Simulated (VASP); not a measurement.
# Si17C16 (a cell with a defect) in VASP: single point with PBE

Aim: the single point of Si17C16 (a cell with a defect) with PBE.

Everything below comes from runs of VASP 6.6.1. Logs are shortened: lines on timing, memory, paths and dates and some standing lists are left out, and cuts for length are marked.

## (1) The cell of the first run

The cell holds a defect, 33 atoms: a = 6.184 Å, b = 6.184 Å, c = 10.149 Å, α = 90.00°, β = 90.00°, γ = 120.00°.

## (2) Single point, PBE

File INCAR:

```
SYSTEM = Si17C16
ALGO = Normal ; EDIFF = 1E-6
ENCUT = 520 ; GGA = PE
ISIF = 2 ; ISMEAR = 0
LASPH = .True. ; LCHARG = .True.
LELF = .True. ; LREAL = Auto
LVHAR = .True. ; LWAVE = .False.
NBANDS = 88 ; NELM = 100
PREC = Accurate ; SIGMA = 0.02
```

File KPOINTS:

```
k-points
0
Gamma
  2 2 2
  0 0 0
```

File POSCAR:

```
Si17C16
1.0
    6.1838730322      0.0000000000      0.0000000000
   -3.0919365161      5.3553911397      0.0000000000
    0.0000000000      0.0000000000     10.1485845858
Si C
17 16
Direct
    0.1672691658      0.3345089001      0.2510331346
    0.1659649931      0.3318562461      0.7428467424
    0.1680913642      0.8335587231      0.2513134692
    0.1706063089      0.8339717648      0.7429705035
    0.6673696008      0.3347348407      0.2547146332
    0.6675616345      0.3350257625      0.7455906719
    0.6654619303      0.8335452787      0.2513171151
    0.6635327428      0.8340139653      0.7429344394
    0.3349270076      0.1675681527      0.4982778591
    0.3615700050      0.1803407024      1.0108304181
    0.3329950042      0.6659537851      0.4977370940
    0.3326586661      0.6653542023      1.0072473569
    0.8326755610      0.1675726341      0.4982751986
    0.8188415328      0.1803203491      1.0108489429
    0.8331313937      0.6662264075      0.4987643308
    0.8252034282      0.6504432467      1.0124984340
   -0.0036589740     -0.0073535245     -0.1058640238
    0.1662001111      0.3323678801      0.4371211534
    0.1688201171      0.3375189511      0.9396721207
    0.1668392000      0.8339480504      0.4377080333
    0.1847073192      0.8354222658      0.9392803419
    0.6670214898      0.3340198602      0.4372587096
    0.6706201511      0.3411356804      0.9345522935
    0.6671370430      0.8339452495      0.4377102996
    0.6507843974      0.8354282411      0.9392720649
    0.3361730954      0.1684399844      0.1917728510
    0.3399557321      0.1701041019      0.6835487197
    0.3333382728      0.6666930401      0.1910393497
    0.3321698493      0.6642394378      0.6829175972
    0.8322914492      0.1684506279      0.1917827046
    0.8302336452      0.1701291234      0.6835259579
    0.8333284236      0.6666401962      0.1928687674
    0.8314766656      0.6628415941      0.6843553346
```

Potentials or basis: VASP PAW PBE potentials, release 64 (Si, C).

On the command line:

```bash
cat potpaw_PBE.64/Si/POTCAR potpaw_PBE.64/C/POTCAR > POTCAR
mpirun -np 1 vasp_std > vasp.out
```

OUTCAR:

```text
SYSTEM = Si17C16
   EDIFF = 1E-6
   ENCUT = 520
   GGA = PE
   ISIF = 2
   ISMEAR = 0
   LASPH = .True.
   LREAL = Auto
   NELM = 100
   PREC = Accurate

 ion  position               nearest neighbor table
   1  0.167  0.335  0.251-  28 1.88  18 1.89  30 1.89  26 1.89  12 3.04  11 3.07  14 3.07  10 3.07
                            13 3.08   9 3.08   7 3.08   3 3.08   5 3.09   5 3.09   3 3.10   7 3.10
   2  0.166  0.332  0.743-  29 1.88  27 1.90  31 1.90  19 2.00  17 2.38   9 3.06  13 3.06  11 3.06
                             4 3.09   8 3.09   6 3.09   6 3.09   8 3.09   4 3.09
   3  0.168  0.834  0.251-  28 1.88  32 1.89  20 1.89  26 1.89  16 3.04  12 3.05  10 3.07  11 3.07
                             7 3.08   9 3.08   1 3.08  15 3.09   5 3.09   5 3.09   1 3.10   7 3.11
   4  0.171  0.834  0.743-  29 1.88  27 1.90  33 1.91  21 1.99  17 2.35   8 3.05  11 3.05   9 3.06
                            15 3.07   6 3.09   2 3.09   2 3.09   6 3.10   8 3.14
   5  0.667  0.335  0.255-  22 1.85  32 1.89  26 1.89  30 1.89  10 2.97  14 2.97  16 2.98   9 3.05
                            13 3.05  15 3.05   7 3.09   3 3.09   1 3.09   1 3.09   3 3.09   7 3.09
   6  0.668  0.335  0.746-  33 1.86  31 1.86  27 1.86  23 1.92  15 3.07  13 3.08   9 3.08   8 3.09
                             4 3.09   2 3.09   2 3.09   4 3.10   8 3.10
   7  0.665  0.834  0.251-  28 1.88  32 1.89  24 1.89  30 1.89  16 3.04  12 3.05  14 3.07  11 3.07
                             3 3.08  13 3.08   1 3.08  15 3.09   5 3.09   5 3.09   1 3.10   3 3.11
   8  0.664  0.834  0.743-  29 1.88  31 1.90  33 1.91  25 1.99  17 2.35   4 3.05  11 3.05  13 3.06
                            15 3.07   6 3.09   2 3.09   2 3.09   6 3.10   4 3.14
   9  0.335  0.168  0.498-  27 1.88  22 1.88  20 1.89  18 1.89   5 3.05   2 3.06   4 3.06   6 3.08
                            13 3.08   3 3.08  15 3.08   1 3.08  11 3.09  11 3.10  15 3.10  13 3.11
  10  0.362  0.180  0.011-  23 1.83  26 1.84  21 1.98  19 2.01  17 2.29  14 2.83  16 2.89   5 2.97
                             3 3.07   1 3.07  12 3.09  12 3.10
  11  0.333  0.666  0.498-  29 1.88  18 1.89  24 1.89  20 1.89   4 3.05   8 3.05   2 3.06   1 3.07
                             7 3.07   3 3.07  13 3.09   9 3.09  15 3.09  15 3.09   9 3.10  13 3.10
  12  0.333  0.665  0.007-  21 1.84  25 1.84  28 1.87  19 1.88   1 3.04   3 3.05   7 3.05  14 3.09
                            10 3.09  16 3.09  16 3.09  10 3.10  14 3.10
  13  0.833  0.168  0.498-  31 1.88  22 1.88  24 1.89  18 1.89   5 3.05   2 3.06   8 3.06   6 3.08
                             9 3.08   7 3.08  15 3.08   1 3.08  11 3.09  11 3.10  15 3.10   9 3.11
  14  0.819  0.180  0.011-  23 1.83  30 1.84  25 1.98  19 2.01  17 2.29  10 2.83  16 2.89   5 2.97
                             7 3.07   1 3.07  12 3.09  12 3.10
  15  0.833  0.666  0.499-  33 1.88  22 1.89  20 1.89  24 1.89   5 3.05   8 3.07   4 3.07   6 3.07
                            13 3.08   9 3.08   3 3.09   7 3.09  11 3.09  11 3.09   9 3.10  13 3.10
  16  0.825  0.650  0.012-  32 1.83  23 1.84  25 2.06  21 2.06  17 2.19  10 2.89  14 2.89   5 2.98
                             7 3.04   3 3.04  12 3.09  12 3.09
  17  0.996  0.993  0.894-  19 1.90  25 1.91  21 1.91  16 2.19  14 2.29  10 2.29   8 2.35   4 2.35
                             2 2.38
  18  0.166  0.332  0.437-   1 1.89  11 1.89  13 1.89   9 1.89
  19  0.169  0.338  0.940-  12 1.88  17 1.90   2 2.00  10 2.01  14 2.01
  20  0.167  0.834  0.438-   9 1.89  11 1.89  15 1.89   3 1.89
  21  0.185  0.835  0.939-  12 1.84  17 1.91  10 1.98   4 1.99  16 2.06
  22  0.667  0.334  0.437-   5 1.85   9 1.88  13 1.88  15 1.89
  23  0.671  0.341  0.935-  10 1.83  14 1.83  16 1.84   6 1.92
  24  0.667  0.834  0.438-  13 1.89  11 1.89  15 1.89   7 1.89
  25  0.651  0.835  0.939-  12 1.84  17 1.91  14 1.98   8 1.99  16 2.06
  26  0.336  0.168  0.192-  10 1.84   5 1.89   1 1.89   3 1.89
  27  0.340  0.170  0.684-   6 1.86   9 1.88   2 1.90   4 1.90
  28  0.333  0.667  0.191-  12 1.87   1 1.88   3 1.88   7 1.88
  29  0.332  0.664  0.683-   4 1.88   8 1.88  11 1.88   2 1.88
  30  0.832  0.168  0.192-  14 1.84   5 1.89   1 1.89   7 1.89
  31  0.830  0.170  0.684-   6 1.86  13 1.88   2 1.90   8 1.90
  32  0.833  0.667  0.193-  16 1.83   5 1.89   3 1.89   7 1.89
  33  0.831  0.663  0.684-   6 1.86  15 1.88   8 1.91   4 1.91

  LATTYP: Found a hexagonal cell.
 ALAT       =     6.1838730322
 C/A-ratio  =     1.6411372829

  Lattice vectors:

 A1 = (   6.1838730322,   0.0000000000,   0.0000000000)
 A2 = (  -3.0919365161,   5.3553911397,   0.0000000000)
 A3 = (   0.0000000000,   0.0000000000,  10.1485845858)

Analysis of symmetry for initial positions (statically):
=====================================================================
 Subroutine PRICEL returns:
 Original cell was already a primitive cell.

 Routine SETGRP: Setting up the symmetry group for a
 hexagonal supercell.

 Subroutine GETGRP returns: Found  1 space group operations
 (whereof  1 operations were pure point group operations)
 out of a pool of 24 trial point group operations.

The static configuration has the point symmetry C_1 .

Analysis of symmetry for dynamics (positions and initial velocities):
=====================================================================
 Subroutine PRICEL returns:
 Original cell was already a primitive cell.

 Routine SETGRP: Setting up the symmetry group for a
 hexagonal supercell.

 Subroutine GETGRP returns: Found  1 space group operations
 (whereof  1 operations were pure point group operations)
 out of a pool of 24 trial point group operations.

The dynamic configuration has the point symmetry C_1 .

 Subroutine INISYM returns: Found  1 space group operations
 (whereof  1 operations are pure point group operations),
[... 99 lines left out ...]
     0.000000000  0.093363862  0.000000000     0.000000000  0.500000000  0.000000000
     0.000000000  0.000000000  0.049267954     0.000000000  0.000000000  0.500000000

  Length of vectors
     0.093363862  0.093363862  0.049267954

  Shift w.r.t. Gamma in fractional coordinates (k-lattice)
     0.000000000  0.000000000  0.000000000

 Subroutine IBZKPT returns following result:
 ===========================================

 Found      8 irreducible k-points:

 Following reciprocal coordinates:
            Coordinates               Weight
  0.000000  0.000000  0.000000      1.000000
  0.500000  0.000000  0.000000      1.000000
  0.000000  0.500000  0.000000      1.000000
  0.500000  0.500000  0.000000      1.000000
  0.000000  0.000000  0.500000      1.000000
  0.500000  0.000000  0.500000      1.000000
  0.000000  0.500000  0.500000      1.000000
  0.500000  0.500000  0.500000      1.000000
   k-points           NKPTS =      8   k-points in BZ     NKDIM =      8   number of bands    NBANDS=     88
   number of dos      NEDOS =    301   number of ions     NIONS =     33
   total plane-waves  NPLWV = 184320
   dimension x,y,z NGX =    48 NGY =   48 NGZ =   80
   dimension x,y,z NGXF=    96 NGYF=   96 NGZF=  160
   ions per type =              17  16
   NGX,Y,Z   is equivalent  to a cutoff of  12.90, 12.90, 13.10 a.u.
   NGXF,Y,Z  is equivalent  to a cutoff of  25.81, 25.81, 26.21 a.u.
 SYSTEM =  Si17C16
   PREC   = accura    normal or accurate (medium, high low for compatibility)
   ISTART =      0    job   : 0-new  1-cont  2-samecut
   ICHARG =      2    charge: 1-file 2-atom 10-const
   ISPIN  =      1    spin polarized calculation?
   LNONCOLLINEAR =      F non collinear calculations
   LSORBIT =      F    spin-orbit coupling
   LASPH  =      T    aspherical Exc in radial PAW
   ENCUT  =  520.0 eV  38.22 Ry    6.18 a.u.  11.50 11.50 18.87*2*pi/ulx,y,z
   NELM   =    100;   NELMIN=  2; NELMDL= -5     # of ELM steps
   EDIFF  = 0.1E-05   stopping-criterion for ELM
   LREAL  =      T    real-space projection
   EDIFFG = 0.1E-04   stopping-criterion for IOM
   NSW    =      0    number of steps for IOM
   IBRION =     -1    ionic relax: 0-MD 1-quasi-New 2-CG
   NFREE  =      0    steps in history (QN), initial steepest desc. (CG)
   ISIF   =      2    stress and relaxation
   ISYM   =      2    0-nonsym 1-usesym 2-fastsym
   POTIM  = 0.5000    time-step for ionic-motion
   TEBEG  =    0.0;   TEEND  =   0.0 temperature during run
   PSTRESS=    0.0 pullay stress
   NELECT =     132.0000    total number of electrons
   NUPDOWN=      -1.0000    fix difference up-down
   EMIN   =  10.00;   EMAX   =-10.00  energy-range for DOS
   EFERMI =   0.00;   METHOD = LEGACY
   ISMEAR =     0;   SIGMA  =   0.02  broadening in eV -4-tet -1-fermi 0-gaus
   EFERMI_NEDOS =   21; number of points for ismear=-14 and -15
   IALGO  =     38    algorithm
   IMIX   =      4    mixing-type and parameters
     AMIX     =   0.40;   BMIX     =  1.00
     AMIX_MAG =   1.60;   BMIX_MAG =  1.00
  volume/ion in A,a.u.               =      10.18        68.73
  Fermi-wavevector in a.u.,A,eV,Ry     =   1.198893  2.265579 19.556256  1.437344
  Thomas-Fermi vector in A             =   2.334770
   LORBIT       =      0    0 simple, 1 ext, 2 COOP (PROOUT), +10 PAW based schemes
   GGA     = PE    functional components
   LHFCALC =     F    Hartree Fock is set to
   AEXX    =    0.0000 exact exchange contribution
   IVDW    =     0    specifies the selected vdW correction
   LEPSILON=     F    determine dielectric tensor
   LRPA    =     F    only Hartree local field effects (RPA)
 non-spin polarized calculation
 Gauss-broadening in eV      SIGMA  =   0.02
  energy-cutoff  :      520.00
  volume of cell :      336.09
 maximum number of plane-waves:      9074
 NGX is ok and might be reduce to    48
   NGX = 23   NGY = 23   NGZ = 37

 number of electron     132.0000000 magnetization

 Free energy of the ion-electron system (eV)
  ---------------------------------------------------
  ext. energy  EPLUGINS =         0.00000000
  ---------------------------------------------------
  free energy    TOTEN  =      -235.80523233 eV

  energy without entropy =     -235.80523233  energy(sigma->0) =     -235.80523233

 E-fermi :  11.2257     XC(G=0): -11.4731

 val. band max:       11.1280355826   @ k =   0.0000   0.5000   0.5000
 cond. band min:      11.3602727730   @ k =   0.5000   0.0000   0.0000
 fundamental gap:      0.2322371905
 Fermi energy:        11.2256628974

 k-point     1 :       0.0000    0.0000    0.0000
  band No.  band energies     occupation
      1      -7.4243      2.00000
      2      -6.2217      2.00000
      3      -5.8751      2.00000
      4      -4.0886      2.00000
      5      -4.0613      2.00000
      6      -4.0004      2.00000
[... 637 lines left out ...]
     77      13.6283      0.00000
     78      13.7349      0.00000
 [bands above 78 left out]

------------------------ aborting loop because EDIFF is reached ----------------------------------------

  FORCE on cell =-STRESS in cart. coord.  units (eV):
  Direction    XX          YY          ZZ          XY          YZ          ZX
  --------------------------------------------------------------------------------------
  -------------------------------------------------------------------------------------
  Total       25.1989295     17.6975638     15.7961008     -0.0033123      0.4788074     -0.0016197
  in kB      120.1255638     84.3658784     75.3014334     -0.0157900      2.2825178     -0.0077211
  external PRESSURE =      93.2642919 kB  Pullay stress =       0.0000000 kB

 VOLUME and BASIS-vectors are now :
 -----------------------------------------------------------------------------
  energy-cutoff  :      520.00
  volume of cell :      336.09
      direct lattice vectors                 reciprocal lattice vectors
     6.183873032  0.000000000  0.000000000     0.161710953  0.093363862  0.000000000
    -3.091936516  5.355391140  0.000000000     0.000000000  0.186727724  0.000000000
     0.000000000  0.000000000 10.148584586     0.000000000  0.000000000  0.098535908

 POSITION                                       TOTAL-FORCE (eV/Angst)
 -----------------------------------------------------------------------------------
      0.00009      1.79143      2.54763        -0.000263     -0.006797      0.000273
      0.00023      1.77722      7.53884         0.001239     -0.002380      0.004728
     -1.53786      4.46403      2.55048        -0.006008      0.000308      0.000606
     -1.52358      4.46624      7.54010        -0.000570      0.001645      0.004200
      3.09195      1.79264      2.58499         0.000854      0.000278      0.000325
      3.09224      1.79419      7.56669        -0.001895     -0.001643      0.006353
[... 25 lines left out ...]
      3.09199      3.57012      1.95734        -0.000696      0.002852     -0.015998
      3.09228      3.54978      6.94524        -0.000396      0.013241      0.009128
 -----------------------------------------------------------------------------------
    total drift:                               -0.007846     -0.029095     -0.025390

  FREE ENERGIE OF THE ION-ELECTRON SYSTEM (eV)
  ---------------------------------------------------
  free  energy   TOTEN  =      -235.8052323256 eV

  energy  without entropy=     -235.8052323256  energy(sigma->0) =     -235.80523233
```

Wall time 5.9 min (1 thread of AMD EPYC 7R43 (Zen 3), shared host); peak memory 0.44 GiB.

What came out:

| Quantity | Value |
| --- | --- |
| Free energy | -235.8052 eV |
| Pressure | 9.3 GPa |
| Largest force | 0.022 eV/Å |
| Band gap on the k mesh | zero (band 66 reaches 11.37 eV, above the bottom of band 67 at 10.45 eV) |

Forces in eV/Å, atoms in the order of the input:
```
Si   0.000 -0.007  0.000
Si   0.001 -0.002  0.005
Si  -0.006  0.000  0.001
Si  -0.001  0.002  0.004
Si   0.001  0.000  0.000
Si  -0.002 -0.002  0.006
Si   0.007  0.002 -0.001
Si  -0.004 -0.002  0.008
Si   0.001  0.000  0.004
Si  -0.009 -0.005 -0.004
Si   0.000  0.004  0.002
Si   0.007  0.007 -0.010
Si  -0.001  0.000  0.001
Si   0.009 -0.004 -0.006
Si   0.001  0.002 -0.001
Si   0.000  0.018 -0.007
Si   0.003  0.003  0.022
C    0.000  0.008 -0.003
C   -0.003  0.006  0.000
C    0.001 -0.001  0.005
C    0.008 -0.010 -0.001
C    0.000 -0.003  0.001
C    0.000 -0.007 -0.002
C   -0.002 -0.001  0.005
C   -0.016 -0.015  0.002
C   -0.004 -0.001 -0.017
C   -0.008 -0.003  0.000
C    0.002  0.001 -0.010
C    0.001  0.001  0.015
C    0.004 -0.003 -0.016
C    0.009 -0.005  0.003
C   -0.001  0.003 -0.016
C    0.000  0.013  0.009
```

Caveat: the k points lie up to 0.59 Å⁻¹ apart.
